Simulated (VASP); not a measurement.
**CdTe: single point with LDA**

Crystal: CdTe.

```
Cd Te
1.0
     0.00000    3.20500    3.20500
     3.20500    0.00000    3.20500
     3.20500    3.20500    0.00000
Cd Te
1 1
Direct
  0.00000 0.00000 0.00000
  0.25000 0.25000 0.25000
```

| Item | Value |
| --- | --- |
| Program | VASP 6.6.1 |
| Task | single point |
| Functional | LDA |
| Potentials or basis | VASP PAW LDA potentials, release 64 (Cd, Te) |
| Cutoff | 500 eV |
| k mesh | 2 × 2 × 2 |
| Occupations | gaussian, width 0.01 eV |
| Spin | no spin polarisation |

- Pressure: 4.2 GPa
- Band gap on the k mesh: 0.48 eV, direct

Levels at points of the mesh, in eV from the valence-band top:
```
           k point  band 5  band 6  band 7  band 8  band 9  band 10  band 11  band 12  band 13  band 14
(0.00, 0.00, 0.00)   -8.50   -8.50    0.00    0.00    0.00     0.48     4.25     4.25     4.25     7.04
(0.50, 0.00, 0.00)   -8.49   -8.07   -4.84   -0.87   -0.87     1.49     4.86     4.86     6.67     8.47
(0.50, 0.50, 0.00)   -8.47   -7.89   -4.71   -2.07   -2.07     2.12     2.35     8.77     8.99     8.99
```

Run time: 9 s on 1 thread of AMD EPYC 7R13 Processor (Zen 3), with other jobs on the host, peak memory 0.13 GiB.

Caveat: the k points lie up to 0.85 Å⁻¹ apart; spin-orbit coupling is left out, which moves the levels of the heavy elements. A hybrid or GW would open this gap; LDA tends to underestimate it.
